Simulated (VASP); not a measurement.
# MgS (pbe) (Fm-3m) in VASP: notebook, part 2 of 2

VASP 6.6.1. Earlier steps stand in the parts before.

**3. Single point, PBE**

This run uses another cell than the first one, of 17.88 Å³/atom, 1.018 times its volume.

Input file INCAR:

```
SYSTEM = MgS
PREC     = Accurate       ! precision mode
ENCUT    = 520            ! plane-wave cutoff, eV
EDIFF    = 1E-6           ! SCF threshold, eV
ISMEAR   = 0              ! smearing method
SIGMA    = 0.02           ! smearing width, eV
LREAL    = .FALSE.        ! projectors in reciprocal space
LASPH    = .TRUE.         ! aspherical terms in the spheres
NELM     = 60             ! most SCF steps
ALGO     = Normal         ! electronic algorithm
ISIF     = 2              ! what is computed and relaxed
LWAVE    = .FALSE.        ! write WAVECAR
LCHARG   = .TRUE.         ! write CHGCAR
GGA      = PE             ! functional
LELF     = .TRUE.         ! ELF
LVHAR    = .TRUE.       
NBANDS   = 11             ! bands
```

Input file KPOINTS:

```
Automatic mesh
0
G
  6 6 6
  0 0 0
```

Input file POSCAR:

```
MgS
1.0
    0.0000000000      2.6150925739      2.6150925739
    2.6150925739      0.0000000000      2.6150925739
    2.6150925739      2.6150925739      0.0000000000
Mg S
1 1
Direct
    0.0000000000      0.0000000000      0.0000000000
    0.5000000000      0.5000000000      0.5000000000
```

Potentials or basis: VASP PAW PBE potentials, release 64 (Mg, S).

Started as:

```bash
cat potpaw_PBE.64/Mg/POTCAR potpaw_PBE.64/S/POTCAR > POTCAR
mpirun -np 1 vasp_std > vasp.out
```

OUTCAR:

```text
SYSTEM = MgS
   PREC = Accurate
   ENCUT = 520
   EDIFF = 1E-6
   ISMEAR = 0
   LREAL = .FALSE.
   LASPH = .TRUE.
   NELM = 60
   ISIF = 2
   GGA = PE

 ion  position               nearest neighbor table
   1  0.000  0.000  0.000-   2 2.62   2 2.62   2 2.62   2 2.62   2 2.62   2 2.62
   2  0.500  0.500  0.500-   1 2.62   1 2.62   1 2.62   1 2.62   1 2.62   1 2.62

  LATTYP: Found a face centered cubic cell.
 ALAT       =     5.2301851478

  Lattice vectors:

 A1 = (   0.0000000000,   2.6150925739,   2.6150925739)
 A2 = (   2.6150925739,   0.0000000000,   2.6150925739)
 A3 = (   2.6150925739,   2.6150925739,   0.0000000000)

Analysis of symmetry for initial positions (statically):
=====================================================================
 Subroutine PRICEL returns:
 Original cell was already a primitive cell.

 Routine SETGRP: Setting up the symmetry group for a
 face centered cubic supercell.

 Subroutine GETGRP returns: Found 48 space group operations
 (whereof 48 operations were pure point group operations)
 out of a pool of 48 trial point group operations.

The static configuration has the point symmetry O_h .

Analysis of symmetry for dynamics (positions and initial velocities):
=====================================================================
 Subroutine PRICEL returns:
 Original cell was already a primitive cell.

 Routine SETGRP: Setting up the symmetry group for a
 face centered cubic supercell.

 Subroutine GETGRP returns: Found 48 space group operations
 (whereof 48 operations were pure point group operations)
 out of a pool of 48 trial point group operations.

The dynamic configuration has the point symmetry O_h .

 Subroutine INISYM returns: Found 48 space group operations
 (whereof 48 operations are pure point group operations),
 and found     1 'primitive' translations

----------------------------------------------------------------------------------------

                                     Primitive cell

  volume of cell :      35.7677

  direct lattice vectors                    reciprocal lattice vectors
     0.000000000  2.615092574  2.615092574    -0.191197820  0.191197820  0.191197820
     2.615092574  0.000000000  2.615092574     0.191197820 -0.191197820  0.191197820
     2.615092574  2.615092574  0.000000000     0.191197820  0.191197820 -0.191197820

  length of vectors
     3.698299385  3.698299385  3.698299385     0.331164339  0.331164339  0.331164339

  position of ions in fractional coordinates (direct lattice)
     0.000000000  0.000000000  0.000000000
     0.500000000  0.500000000  0.500000000

  ion indices of the primitive-cell ions
   primitive index   ion index
                 1           1
                 2           2

----------------------------------------------------------------------------------------

 KPOINTS: Automatic mesh

Automatic generation of k-mesh.
 Grid dimensions read from file:
 generate k-points for:    6    6    6

 Generating k-lattice:

  Cartesian coordinates                     Fractional coordinates (reciprocal lattice)
    -0.031866303  0.031866303  0.031866303     0.166666667  0.000000000  0.000000000
     0.031866303 -0.031866303  0.031866303     0.000000000  0.166666667  0.000000000
     0.031866303  0.031866303 -0.031866303     0.000000000  0.000000000  0.166666667

  Length of vectors
     0.055194057  0.055194057  0.055194057

  Shift w.r.t. Gamma in fractional coordinates (k-lattice)
     0.000000000  0.000000000  0.000000000

 Subroutine IBZKPT returns following result:
 ===========================================

 Found     16 irreducible k-points:

 Following reciprocal coordinates:
            Coordinates               Weight
  0.000000  0.000000  0.000000      1.000000
  0.166667  0.000000  0.000000      8.000000
  0.333333  0.000000  0.000000      8.000000
  0.500000  0.000000  0.000000      4.000000
  0.166667  0.166667  0.000000      6.000000
  0.333333  0.166667  0.000000     24.000000
[... 8 lines left out ...]
 -0.333333  0.333333  0.166667     24.000000
 -0.333333  0.500000  0.166667     12.000000
   k-points           NKPTS =     16   k-points in BZ     NKDIM =     16   number of bands    NBANDS=     11
   number of dos      NEDOS =    301   number of ions     NIONS =      2
   total plane-waves  NPLWV =  21952
   dimension x,y,z NGX =    28 NGY =   28 NGZ =   28
   dimension x,y,z NGXF=    56 NGYF=   56 NGZF=   56
   ions per type =               1   1
   NGX,Y,Z   is equivalent  to a cutoff of  12.59, 12.59, 12.59 a.u.
   NGXF,Y,Z  is equivalent  to a cutoff of  25.17, 25.17, 25.17 a.u.
 SYSTEM =  MgS
   PREC   = accura    normal or accurate (medium, high low for compatibility)
   ISTART =      0    job   : 0-new  1-cont  2-samecut
   ICHARG =      2    charge: 1-file 2-atom 10-const
   ISPIN  =      1    spin polarized calculation?
   LNONCOLLINEAR =      F non collinear calculations
   LSORBIT =      F    spin-orbit coupling
   LASPH  =      T    aspherical Exc in radial PAW
   ENCUT  =  520.0 eV  38.22 Ry    6.18 a.u.   6.88  6.88  6.88*2*pi/ulx,y,z
   NELM   =     60;   NELMIN=  2; NELMDL= -5     # of ELM steps
   EDIFF  = 0.1E-05   stopping-criterion for ELM
   LREAL  =      F    real-space projection
   EDIFFG = 0.1E-04   stopping-criterion for IOM
   NSW    =      0    number of steps for IOM
   IBRION =     -1    ionic relax: 0-MD 1-quasi-New 2-CG
   NFREE  =      0    steps in history (QN), initial steepest desc. (CG)
   ISIF   =      2    stress and relaxation
   ISYM   =      2    0-nonsym 1-usesym 2-fastsym
   POTIM  = 0.5000    time-step for ionic-motion
   TEBEG  =    0.0;   TEEND  =   0.0 temperature during run
   PSTRESS=    0.0 pullay stress
   NELECT =       8.0000    total number of electrons
   NUPDOWN=      -1.0000    fix difference up-down
   EMIN   =  10.00;   EMAX   =-10.00  energy-range for DOS
   EFERMI =   0.00;   METHOD = LEGACY
   ISMEAR =     0;   SIGMA  =   0.02  broadening in eV -4-tet -1-fermi 0-gaus
   EFERMI_NEDOS =   21; number of points for ismear=-14 and -15
   IALGO  =     38    algorithm
   IMIX   =      4    mixing-type and parameters
     AMIX     =   0.40;   BMIX     =  1.00
     AMIX_MAG =   1.60;   BMIX_MAG =  1.00
  volume/ion in A,a.u.               =      17.88       120.69
  Fermi-wavevector in a.u.,A,eV,Ry     =   0.993744  1.877903 13.436117  0.987527
  Thomas-Fermi vector in A             =   2.125647
   LORBIT       =      0    0 simple, 1 ext, 2 COOP (PROOUT), +10 PAW based schemes
   GGA     = PE    functional components
   LHFCALC =     F    Hartree Fock is set to
   AEXX    =    0.0000 exact exchange contribution
   IVDW    =     0    specifies the selected vdW correction
   LEPSILON=     F    determine dielectric tensor
   LRPA    =     F    only Hartree local field effects (RPA)
 non-spin polarized calculation
 Gauss-broadening in eV      SIGMA  =   0.02
  energy-cutoff  :      520.00
  volume of cell :       35.77
 maximum number of plane-waves:       982
   NGX = 13   NGY = 13   NGZ = 13

 number of electron       8.0000000 magnetization

 Free energy of the ion-electron system (eV)
  ---------------------------------------------------
  ext. energy  EPLUGINS =         0.00000000
  ---------------------------------------------------
  free energy    TOTEN  =        -8.50035429 eV

  energy without entropy =       -8.50035429  energy(sigma->0) =       -8.50035429

 E-fermi :   3.7494     XC(G=0):  -9.6240

 val. band max:        3.5908706610   @ k =   0.0000   0.0000   0.0000
 cond. band min:       6.3303989316   @ k =   0.5000   0.5000   0.0000
 fundamental gap:      2.7395282705
 Fermi energy:         3.7493611992

 k-point     1 :       0.0000    0.0000    0.0000
  band No.  band energies     occupation
      1      -8.9891      2.00000
      2       3.5909      2.00000
      3       3.5909      2.00000
      4       3.5909      2.00000
      5       7.1790      0.00000
      6      11.5530      0.00000
      7      11.5530      0.00000
      8      11.5530      0.00000
      9      13.9215      0.00000
     10      13.9215      0.00000
     11      16.0906      0.00000
[... 197 lines left out ...]
 k-point    16 :      -0.3333    0.5000    0.1667
  band No.  band energies     occupation
      1      -7.3312      2.00000
      2      -0.0855      2.00000
      3       1.0662      2.00000
      4       1.4184      2.00000
      5       7.9473      0.00000
      6       9.8233      0.00000
      7      12.6755      0.00000
      8      13.3242      0.00000
      9      17.2355      0.00000
     10      18.4941      0.00000
     11      18.9304      0.00000

------------------------ aborting loop because EDIFF is reached ----------------------------------------

  FORCE on cell =-STRESS in cart. coord.  units (eV):
  Direction    XX          YY          ZZ          XY          YZ          ZX
  --------------------------------------------------------------------------------------
  -------------------------------------------------------------------------------------
  Total       -0.0647920     -0.0647920     -0.0647920      0.0000000      0.0000000      0.0000000
  in kB       -2.9022905     -2.9022905     -2.9022905      0.0000000      0.0000000      0.0000000
  external PRESSURE =      -2.9022905 kB  Pullay stress =       0.0000000 kB

 VOLUME and BASIS-vectors are now :
 -----------------------------------------------------------------------------
  energy-cutoff  :      520.00
  volume of cell :       35.77
      direct lattice vectors                 reciprocal lattice vectors
     0.000000000  2.615092574  2.615092574    -0.191197820  0.191197820  0.191197820
     2.615092574  0.000000000  2.615092574     0.191197820 -0.191197820  0.191197820
     2.615092574  2.615092574  0.000000000     0.191197820  0.191197820 -0.191197820

 POSITION                                       TOTAL-FORCE (eV/Angst)
 -----------------------------------------------------------------------------------
      0.00000      0.00000      0.00000        -0.000000      0.000000      0.000000
      2.61509      2.61509      2.61509         0.000000     -0.000000     -0.000000
 -----------------------------------------------------------------------------------
    total drift:                                0.000000      0.000000      0.000000

  FREE ENERGIE OF THE ION-ELECTRON SYSTEM (eV)
  ---------------------------------------------------
  free  energy   TOTEN  =        -8.5003542893 eV

  energy  without entropy=       -8.5003542893  energy(sigma->0) =       -8.50035429
```

Wall time 8.1 s (1 thread of Intel Xeon Platinum 8488C (Sapphire Rapids), shared host); peak memory 0.15 GiB.

What came out:

```yaml
Free_energy: -8.5004 eV
Pressure: -0.3 GPa
Band_gap_on_the_k_mesh: 2.74 eV, indirect (least direct gap 3.59 eV)
```

A k mesh can miss the band edges. A hybrid or GW would open this gap; PBE tends to underestimate it.

**4. Single point, PBE**

This run uses another cell than the first one, of 17.88 Å³/atom, 1.018 times its volume.

Input file INCAR:

```
SYSTEM = MgS
ALGO = Normal
EDIFF = 1E-6
ENCUT = 520
GGA = PE
ISIF = 2
ISMEAR = 0
LASPH = .TRUE.
LCHARG = .FALSE.
LREAL = .FALSE.
LWAVE = .FALSE.
NBANDS = 11
NELM = 100
PREC = Accurate
SIGMA = 0.01
```

Input file KPOINTS:

```
k-points
0
G
  6 6 6
  0 0 0
```

POSCAR is that of step 3.

Potentials or basis: VASP PAW PBE potentials, release 64 (Mg, S).

Started as:

```bash
cat potpaw_PBE.64/Mg/POTCAR potpaw_PBE.64/S/POTCAR > POTCAR
mpirun -np 1 vasp_std > vasp.out
```

OUTCAR:

```text
SYSTEM = MgS
   EDIFF = 1E-6
   ENCUT = 520
   GGA = PE
   ISIF = 2
   ISMEAR = 0
   LASPH = .TRUE.
   LREAL = .FALSE.
   NELM = 100
   PREC = Accurate

 ion  position               nearest neighbor table
   1  0.000  0.000  0.000-   2 2.62   2 2.62   2 2.62   2 2.62   2 2.62   2 2.62
   2  0.500  0.500  0.500-   1 2.62   1 2.62   1 2.62   1 2.62   1 2.62   1 2.62

  LATTYP: Found a face centered cubic cell.
 ALAT       =     5.2301851478

  Lattice vectors:

 A1 = (   0.0000000000,   2.6150925739,   2.6150925739)
 A2 = (   2.6150925739,   0.0000000000,   2.6150925739)
 A3 = (   2.6150925739,   2.6150925739,   0.0000000000)

Analysis of symmetry for initial positions (statically):
=====================================================================
 Subroutine PRICEL returns:
 Original cell was already a primitive cell.

 Routine SETGRP: Setting up the symmetry group for a
 face centered cubic supercell.

 Subroutine GETGRP returns: Found 48 space group operations
 (whereof 48 operations were pure point group operations)
 out of a pool of 48 trial point group operations.

The static configuration has the point symmetry O_h .

Analysis of symmetry for dynamics (positions and initial velocities):
=====================================================================
 Subroutine PRICEL returns:
 Original cell was already a primitive cell.

 Routine SETGRP: Setting up the symmetry group for a
 face centered cubic supercell.

 Subroutine GETGRP returns: Found 48 space group operations
 (whereof 48 operations were pure point group operations)
 out of a pool of 48 trial point group operations.

The dynamic configuration has the point symmetry O_h .

 Subroutine INISYM returns: Found 48 space group operations
 (whereof 48 operations are pure point group operations),
 and found     1 'primitive' translations

----------------------------------------------------------------------------------------

[... 109 lines left out ...]
   LHFCALC =     F    Hartree Fock is set to
   AEXX    =    0.0000 exact exchange contribution
   IVDW    =     0    specifies the selected vdW correction
   LEPSILON=     F    determine dielectric tensor
   LRPA    =     F    only Hartree local field effects (RPA)
 non-spin polarized calculation
 Gauss-broadening in eV      SIGMA  =   0.01
  energy-cutoff  :      520.00
  volume of cell :       35.77
 maximum number of plane-waves:       982
   NGX = 13   NGY = 13   NGZ = 13

 number of electron       8.0000000 magnetization

 Free energy of the ion-electron system (eV)
  ---------------------------------------------------
  ext. energy  EPLUGINS =         0.00000000
  ---------------------------------------------------
  free energy    TOTEN  =        -8.50035429 eV

  energy without entropy =       -8.50035429  energy(sigma->0) =       -8.50035429

 E-fermi :   3.6553     XC(G=0):  -9.6240

 val. band max:        3.5908706610   @ k =   0.0000   0.0000   0.0000
 cond. band min:       6.3303989316   @ k =   0.5000   0.5000   0.0000
 fundamental gap:      2.7395282706
 Fermi energy:         3.6552918661

 k-point     1 :       0.0000    0.0000    0.0000
  band No.  band energies     occupation
      1      -8.9891      2.00000
      2       3.5909      2.00000
      3       3.5909      2.00000
      4       3.5909      2.00000
      5       7.1790      0.00000
      6      11.5530      0.00000
      7      11.5530      0.00000
      8      11.5530      0.00000
      9      13.9215      0.00000
     10      13.9215      0.00000
     11      16.0906      0.00000
[... 197 lines left out ...]
 k-point    16 :      -0.3333    0.5000    0.1667
  band No.  band energies     occupation
      1      -7.3312      2.00000
      2      -0.0855      2.00000
      3       1.0662      2.00000
      4       1.4184      2.00000
      5       7.9473      0.00000
      6       9.8233      0.00000
      7      12.6755      0.00000
      8      13.3242      0.00000
      9      17.2355      0.00000
     10      18.4941      0.00000
     11      18.9304      0.00000

------------------------ aborting loop because EDIFF is reached ----------------------------------------

  FORCE on cell =-STRESS in cart. coord.  units (eV):
  Direction    XX          YY          ZZ          XY          YZ          ZX
  --------------------------------------------------------------------------------------
  -------------------------------------------------------------------------------------
  Total       -0.0647920     -0.0647920     -0.0647920      0.0000000      0.0000000      0.0000000
  in kB       -2.9022905     -2.9022905     -2.9022905      0.0000000      0.0000000      0.0000000
  external PRESSURE =      -2.9022905 kB  Pullay stress =       0.0000000 kB

 VOLUME and BASIS-vectors are now :
 -----------------------------------------------------------------------------
  energy-cutoff  :      520.00
  volume of cell :       35.77
      direct lattice vectors                 reciprocal lattice vectors
     0.000000000  2.615092574  2.615092574    -0.191197820  0.191197820  0.191197820
     2.615092574  0.000000000  2.615092574     0.191197820 -0.191197820  0.191197820
     2.615092574  2.615092574  0.000000000     0.191197820  0.191197820 -0.191197820

 POSITION                                       TOTAL-FORCE (eV/Angst)
 -----------------------------------------------------------------------------------
      0.00000      0.00000      0.00000        -0.000000      0.000000     -0.000000
      2.61509      2.61509      2.61509         0.000000     -0.000000      0.000000
 -----------------------------------------------------------------------------------
    total drift:                                0.000000      0.000000      0.000000

  FREE ENERGIE OF THE ION-ELECTRON SYSTEM (eV)
  ---------------------------------------------------
  free  energy   TOTEN  =        -8.5003542893 eV

  energy  without entropy=       -8.5003542893  energy(sigma->0) =       -8.50035429
```

It took 6 s on 1 thread of Intel Xeon Platinum 8488C (Sapphire Rapids), shared host; peak memory 0.15 GiB.

Results:

```yaml
Free_energy: -8.5004 eV
Pressure: -0.3 GPa
Band_gap_on_the_k_mesh: 2.74 eV, indirect (least direct gap 3.59 eV)
```

Levels at points of the mesh, in eV from the valence-band top:
```csv
k point,band 1,band 2,band 3,band 4,band 5,band 6,band 7,band 8
"(0.00, 0.00, 0.00)",-12.58,0.00,0.00,0.00,3.59,7.96,7.96,7.96
"(0.50, 0.00, 0.00)",-11.31,-4.75,-0.57,-0.57,4.52,6.89,6.89,9.94
"(0.50, 0.50, 0.00)",-10.95,-4.11,-1.65,-1.65,2.74,4.44,11.85,12.77
```

A k mesh can miss the band edges. As with any semilocal functional, this PBE gap is likely too small.

**5. The runs side by side**

| cell | smearing | gap on the mesh (eV) | pressure (GPa) |
| --- | --- | --- | --- |
| a = 3.677 Å, angles 60.0°, 2 atoms | gaussian 0.1 eV | 2.78 | 1.0 |
| a = 3.698 Å, angles 60.0°, 2 atoms | gaussian 0.02 eV | 2.74 | -0.3 |
| a = 3.698 Å, angles 60.0°, 2 atoms | gaussian 0.01 eV | 2.74 | -0.3 |

Alike in all rows: task single point; level PBE; potentials or basis VASP PAW PBE potentials, release 64 (Mg, S); no spin polarisation; k mesh 6 × 6 × 6; cutoff (eV) 520.

Absolute energies hang on the potentials; compare differences alone.
